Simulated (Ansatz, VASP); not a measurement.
**Mg2Te3O in VASP and in Ansatz**

```
Mg Te O
1.0
     4.63522    2.67615    2.52179
    -4.63522    2.67615    2.52179
     0.00000   -5.35229    2.52179
Mg Te O
2 3 1
Cartesian
  0.0000 0.0000 5.5843
  0.0000 0.0000 1.9810
  -2.3176 1.3381 1.2609
  0.0000 -2.6761 1.2609
  2.3176 1.3381 1.2609
  0.0000 0.0000 3.7827
```

Change from the starting cell: species swapped into the Ag3AuS2 type (R-3m, No. 166).

Alike in both runs: functional PBE; k mesh 3 × 3 × 3; occupations gaussian, width 0.1 eV; no spin polarisation.

Ansatz relaxed the structure, and its values are those at the end. VASP's run is a single point on that final structure, the one shown.

```csv
,VASP,Ansatz
version,VASP 6.6.1,Ansatz 0.2.0
potentials or method,"VASP PAW PBE potentials, release 64 (Mg, Te, O), cutoff 520 eV","scalar-relativistic, plane waves, PAW"
valence electrons in the cell,28,74
```

|  | VASP | Ansatz | Ansatz less VASP |
| --- | --- | --- | --- |
| gap on the k mesh at the Fermi level (eV) | none | none | - |
| pressure (GPa) | 0.0 | 0.0 | +0.01 |
| rms of the force components (eV/Å) | 0.004 | 0.008 | +0.0036 |

A gap of «none» marks a metal or a gap that the smearing closes. VASP's potentials hold 28 valence electrons a cell and Ansatz's 74, so a difference there can come from the potentials and not from the codes.

The k mesh is coarse, so the values compare programs but aren't converged. Neither program's run includes spin-orbit coupling.
